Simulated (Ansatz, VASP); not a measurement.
# MgS in VASP and in Ansatz

Contents of POSCAR:

```
MgS
1.0
    0.0000000000      2.6015179373      2.6015179373
    2.6015179373      0.0000000000      2.6015179373
    2.6015179373      2.6015179373      0.0000000000
Mg S
1 1
Direct
    0.0000000000      0.0000000000      0.0000000000
    0.5000000000      0.5000000000      0.5000000000
```

File INCAR.step1:

```
SYSTEM = MgS
PREC = Accurate ; ENCUT = 520
EDIFF = 1E-5 ; ISMEAR = 0
SIGMA = 0.01 ; LREAL = .False.
LASPH = .True. ; NELM = 100
ALGO = Normal ; ISIF = 2
LWAVE = .True. ; LCHARG = .False.
NBANDS = 11 ; GGA = PE
```

Contents of INCAR.step2:

```
SYSTEM = MgS
PREC = Accurate ; ENCUT = 520
EDIFF = 1E-7 ; ISMEAR = 0
SIGMA = 0.01 ; LREAL = .False.
LASPH = .True. ; NELM = 100
ALGO = Normal ; ISIF = 2
LWAVE = .False. ; LCHARG = .False.
GGA = PE ; LHFCALC = .True.
AEXX = 0.05 ; PRECFOCK = Normal
NBANDS = 11 ; ISTART = 1
```

File KPOINTS:

```
Automatic mesh
0
Gamma
  4 4 4
  0 0 0
```

Input for Ansatz:

```yaml
crystal:
  lattice:
    - [0.0, 2.6015179373, 2.6015179373]
    - [2.6015179373, 0.0, 2.6015179373]
    - [2.6015179373, 2.6015179373, 0.0]
  atoms:
    - { symbol: Mg, position: [0.0, 0.0, 0.0] }
    - { symbol: S, position: [0.5, 0.5, 0.5] }
kpoints:
  mp_grid: { grid: [4, 4, 4] }
hamiltonian:
  xc: { exchange: pbe, correlation: pbe, exx: { coeff: 0.05 } }
scf:
  occupations: { method: fixed }
  n_extra_bands: 4
output:
  forces: true
  stress: true
  eigenvalues: true
```

Alike in both runs: task single point; functional PBE-based global hybrid; k mesh 4 × 4 × 4; no spin polarisation.

|  | VASP | Ansatz |
| --- | --- | --- |
| version | VASP 6.6.1 | Ansatz 0.2.0 |
| potentials or method | VASP PAW PBE potentials, release 64 (Mg, S) | plane waves |
| plane-wave cutoff (eV) | 520 | 420 |
| occupations | gaussian, width 0.01 eV | fixed |
| valence electrons in the cell | 8 | 16 |

Ansatz gave:

* gap on the k mesh at the Fermi level (eV): 3.11
* pressure (GPa): 1.2

Problem. Which values does VASP return?

Solution. gap on the k mesh at the Fermi level (eV): 3.10; pressure (GPa): 0.9.

VASP's potentials were made for PBE, not for PBE-based global hybrid. VASP's potentials hold 8 valence electrons a cell and Ansatz's 16, so a difference there can come from the potentials and not from the codes. Ansatz's warnings: stress exchange threshold loose, stress scf threshold loose.

The k mesh is coarse, so the values compare programs but aren't converged.
